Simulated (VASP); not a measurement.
# Ge (R-3m) in VASP: further runs

Runs on Ge. Level: PBE. Tasks: electric field gradients.

Program: VASP 6.6.1. These are calculated values, not measurements. Logs are shortened: lines on timing, memory, paths and dates and some standing lists are left out, and cuts for length are marked.

## 1. The cell of the first run

The structure is trigonal, space group R-3m (No. 166). Conventional cell: a = 3.960 Å, b = 3.960 Å, c = 9.995 Å, α = 90.00°, β = 90.00°, γ = 120.00°. Within 3.2 Å of Ge (site symmetry 3m) lie 4 Ge at 2.43 to 2.50 Å.

## 2. Electric field gradients, PBE (equal xy, yz and zx shear strains of +2 %)

Input file INCAR:

```
ALGO = Normal ; EDIFF = 1E-8
ENCUT = 520 ; GGA = PE
ISIF = 2 ; ISMEAR = -1
LASPH = True ; LCHARG = False
LEFG = True ; LREAL = False
LWAVE = False ; NBANDS = 21
NELM = 80 ; PREC = Accurate
SIGMA = 0.05
```

Input file KPOINTS:

```
k-points
0
Gamma
  10 10 10
```

Input file POSCAR:

```
Ge
1.0
    0.0565754000      2.8570577000      2.8570577000
    2.8570577000      0.0565754000      2.8570577000
    2.8570577000      2.8570577000      0.0565754000
Ge
2
Direct
    0.5000000000      0.5000000000      0.5000000000
    0.7500000000      0.7500000000      0.7500000000
```

Potentials or basis: VASP PAW PBE potentials, release 64 (Ge_d).

Command:

```sh
cat potpaw_PBE.64/Ge_d/POTCAR > POTCAR
mpirun -np 1 vasp_std > vasp.out
```

OUTCAR:

```text
EDIFF = 1E-8
   ENCUT = 520
   GGA = PE
   ISIF = 2
   ISMEAR = -1
   LASPH = True
   LREAL = False
   NELM = 80
   PREC = Accurate

 ion  position               nearest neighbor table
   1  0.500  0.500  0.500-   2 2.43   2 2.43   2 2.43   2 2.50
   2  0.750  0.750  0.750-   1 2.43   1 2.43   1 2.43   1 2.50

  LATTYP: Found a trigonal (rhomboedric) cell.
 ALAT       =     4.0408858160
 COS(alpha) =     0.5197000882

  Lattice vectors:

 A1 = (   0.0565754000,   2.8570577000,   2.8570577000)
 A2 = (   2.8570577000,   0.0565754000,   2.8570577000)
 A3 = (   2.8570577000,   2.8570577000,   0.0565754000)

Analysis of symmetry for initial positions (statically):
=====================================================================
 Subroutine PRICEL returns:
 Original cell was already a primitive cell.

 Routine SETGRP: Setting up the symmetry group for a
 trigonal (rhombohedral) supercell.

 Subroutine GETGRP returns: Found 12 space group operations
 (whereof  6 operations were pure point group operations)
 out of a pool of 12 trial point group operations.

The static configuration has the point symmetry C_3v.
 The point group associated with its full space group is D_3d.

Analysis of symmetry for dynamics (positions and initial velocities):
=====================================================================
 Subroutine PRICEL returns:
 Original cell was already a primitive cell.

 Routine SETGRP: Setting up the symmetry group for a
 trigonal (rhombohedral) supercell.

 Subroutine GETGRP returns: Found 12 space group operations
 (whereof  6 operations were pure point group operations)
 out of a pool of 12 trial point group operations.

The dynamic configuration has the point symmetry C_3v.
 The point group associated with its full space group is D_3d.

 Subroutine INISYM returns: Found 12 space group operations
 (whereof  6 operations are pure point group operations),
 and found     1 'primitive' translations

----------------------------------------------------------------------------------------

                                     Primitive cell

  volume of cell :      45.2578

[... 120 lines left out ...]
  energy-cutoff  :      520.00
  volume of cell :       45.26
 maximum number of plane-waves:      1249
   NGX = 15   NGY = 15   NGZ = 15

 number of electron      28.0000014 magnetization

 Free energy of the ion-electron system (eV)
  ---------------------------------------------------
  ext. energy  EPLUGINS =         0.00000000
  ---------------------------------------------------
  free energy    TOTEN  =        -8.99230175 eV

  energy without entropy =       -8.99169976  energy(sigma->0) =       -8.99200076

 E-fermi :   5.0190     XC(G=0):  -9.9267

 val. band max:        5.0166161123   @ k =   0.0000   0.0000   0.0000
 cond. band min:       5.0964453570   @ k =   0.5000  -0.0000  -0.0000
 fundamental gap:      0.0798292447
 Fermi energy:         5.0189953536

 k-point     1 :       0.0000    0.0000    0.0000
  band No.  band energies     occupation
      1     -19.8309      2.00000
      2     -19.8309      2.00000
      3     -19.8000      2.00000
      4     -19.7843      2.00000
      5     -19.7843      2.00000
      6     -19.5937      2.00000
[... 565 lines left out ...]
     20      16.6062      0.00000
     21      16.8201      0.00000

 [... further k-points ...]

------------------------ aborting loop because EDIFF is reached ----------------------------------------

  FORCE on cell =-STRESS in cart. coord.  units (eV):
  Direction    XX          YY          ZZ          XY          YZ          ZX
  --------------------------------------------------------------------------------------
  -------------------------------------------------------------------------------------
  Total        1.0550111      1.0550111      1.0550111     -0.4659753     -0.4659753     -0.4659753
  in kB       37.3485856     37.3485856     37.3485856    -16.4960505    -16.4960505    -16.4960505
  external PRESSURE =      37.3485856 kB  Pullay stress =       0.0000000 kB

 VOLUME and BASIS-vectors are now :
 -----------------------------------------------------------------------------
  energy-cutoff  :      520.00
  volume of cell :       45.26
      direct lattice vectors                 reciprocal lattice vectors
     0.056575400  2.857057700  2.857057700    -0.180291074  0.176790276  0.176790276
     2.857057700  0.056575400  2.857057700     0.176790276 -0.180291074  0.176790276
     2.857057700  2.857057700  0.056575400     0.176790276  0.176790276 -0.180291074

 POSITION                                       TOTAL-FORCE (eV/Angst)
 -----------------------------------------------------------------------------------
      2.88535      2.88535      2.88535         0.165773      0.165773      0.165773
      4.32802      4.32802      4.32802        -0.165773     -0.165773     -0.165773
 -----------------------------------------------------------------------------------
    total drift:                                0.000000     -0.000000     -0.000000

  FREE ENERGIE OF THE ION-ELECTRON SYSTEM (eV)
  ---------------------------------------------------
  free  energy   TOTEN  =        -8.9923017532 eV

  energy  without entropy=       -8.9916997618  energy(sigma->0) =       -8.99200076

 Electric field gradients (V/A^2)
---------------------------------------------------------------------
 ion       V_xx      V_yy      V_zz      V_xy      V_xz      V_yz
---------------------------------------------------------------------
   1      -0.000    -0.000     0.000     9.611     9.611     9.611
   2      -0.000     0.000     0.000     9.611     9.611     9.611
---------------------------------------------------------------------

 Electric field gradients after diagonalization (V/A^2)
 (convention: |V_zz| > |V_xx| > |V_yy|)
----------------------------------------------------------------------
 ion       V_xx      V_yy      V_zz     asymmetry (V_yy - V_xx)/ V_zz
----------------------------------------------------------------------
   1      -9.611    -9.611    19.222       0.000
   2      -9.611    -9.611    19.222       0.000
----------------------------------------------------------------------

           NMR quadrupolar parameters

 Cq : quadrupolar parameter    Cq=e*Q*V_zz/h
 eta: asymmetry parameters     (V_yy - V_xx)/ V_zz
 Q  : nuclear electric quadrupole moment in mb (millibarn)
----------------------------------------------------------------------
 ion       Cq(MHz)       eta       Q (mb)
----------------------------------------------------------------------
   1       0.046       0.000       1.000
   2       0.046       0.000       1.000
----------------------------------------------------------------------
```

Run time: 2.5 min. Hardware: 1 thread of Intel Xeon 8259CL, shared host; peak memory 0.23 GiB.

Results:

```yaml
Free_energy: -8.9923 eV
Pressure: 3.7 GPa
Largest_force: 0.287 eV/Å
Band_gap_on_the_k_mesh: zero (filled and empty bands touch)
Largest_electric_field_gradient_by_atom: Ge +19.2 V/Å²
```

Forces on the atoms (eV/Å):
```
Ge   0.166  0.166  0.166
Ge  -0.166 -0.166 -0.166
```

Stress tensor (GPa, compression positive):
```
 3.73 -1.65 -1.65
-1.65  3.73 -1.65
-1.65 -1.65  3.73
```

Levels at points of the mesh, in eV from the Fermi level:
```
           k point  band 10  band 11  band 12  band 13  band 14  band 15  band 16  band 17  band 18  band 19
(0.00, 0.00, 0.00)   -24.58   -12.80    -0.07    -0.03     0.00     0.00     2.29     2.68     2.68     6.42
(0.50, 0.00, 0.00)   -24.54   -10.64    -7.65    -1.48    -1.46     0.08     3.54     3.86     7.07    10.29
(0.50, 0.50, 0.00)   -24.53    -9.01    -8.81    -3.19    -3.00     0.62     0.85     9.44     9.46    11.60
(0.50, 0.50, 0.50)   -24.55   -10.91    -7.53    -1.28    -1.28     0.41     3.82     3.82     7.26    10.55
```

Electric field gradients, principal values (V/Å²):
```
atom   least  middle  greatest (by size)
1 Ge  -9.611  -9.611              19.222
2 Ge  -9.611  -9.611              19.222
```

Caveat: the cell differs from its parent crystal (equal xy, yz and zx shear strains of +2 %); the cell stands under pressure; semilocal functionals underestimate gaps, so a narrow gap can read as zero; without QUAD_EFG the Cq values of the log hold for a quadrupole moment of 1 mb, not for the nuclei.

[end of part 1 of 3]
